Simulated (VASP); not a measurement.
**Al: single point with PBE**

Crystal: Al.

```
CELL_PARAMETERS angstrom
-1.61751 1.61751 1.61751
1.61751 -1.61751 1.61751
3.23502 3.23502 0.00000
ATOMIC_POSITIONS crystal
Al 0.98099 0.98099 0.00000
Al 0.51901 0.51901 0.50000
```

This cell differs from its parent crystal: mode 1 frozen in at +0.000 Å and mode 5 at -0.061 Å (largest displacements).

```
Program                : VASP 6.6.1
Task                   : single point
Functional             : PBE
Potentials or basis    : VASP PAW PBE potentials, release 64 (Al)
Cutoff                 : 520 eV
k mesh                 : 20 × 20 × 12
Occupations            : gaussian, width 0.15 eV
Spin                   : no spin polarisation
Dipole correction      : no
Further INCAR settings : ALGO = Fast; EDIFF = 1e-06; NBANDS = 10
```

The pressure is 0.2 GPa and the largest force is 0.242 eV/Å. The band gap on the k mesh is zero (band 3 reaches 12.69 eV, above the bottom of band 4 at 3.91 eV).

Forces in eV/Å, atoms in the order of the input:
```
Al   0.000  0.000  0.242
Al   0.000  0.000 -0.242
```

Stress tensor (GPa, compression positive):
```
0.30 0.16 0.00
0.16 0.30 0.00
0.00 0.00 0.06
```

Levels at points of the mesh, in eV from the Fermi level:
| k point | band 1 | band 2 | band 3 | band 4 | band 5 | band 6 | band 7 |
| --- | --- | --- | --- | --- | --- | --- | --- |
| (0.00, 0.00, 0.00) | -10.94 | -4.21 | -3.82 | 7.99 | 8.24 | 9.78 | 11.10 |
| (0.50, 0.00, 0.00) | -5.80 | -5.66 | 0.53 | 0.92 | 1.25 | 1.35 | 7.49 |
| (0.50, 0.50, 0.00) | -4.21 | -3.82 | 1.82 | 1.84 | 1.86 | 3.02 | 3.04 |
| (0.00, 0.00, 0.50) | -9.18 | -9.18 | 4.24 | 4.24 | 9.42 | 9.42 | 9.85 |
| (0.50, 0.00, 0.50) | -4.22 | -4.22 | -3.81 | -3.81 | 7.91 | 7.91 | 8.29 |
| (0.50, 0.50, 0.50) | -2.57 | -2.57 | -2.12 | -2.12 | 3.41 | 3.41 | 5.47 |

Wall time 79 s on 1 thread of Intel(R) Xeon(R) Platinum 8488C (Sapphire Rapids), on a shared host, peak memory 0.32 GiB.

Caveat: the cell differs from its parent crystal (mode 1 frozen in at +0.000 Å and mode 5 at -0.061 Å (largest displacements)).
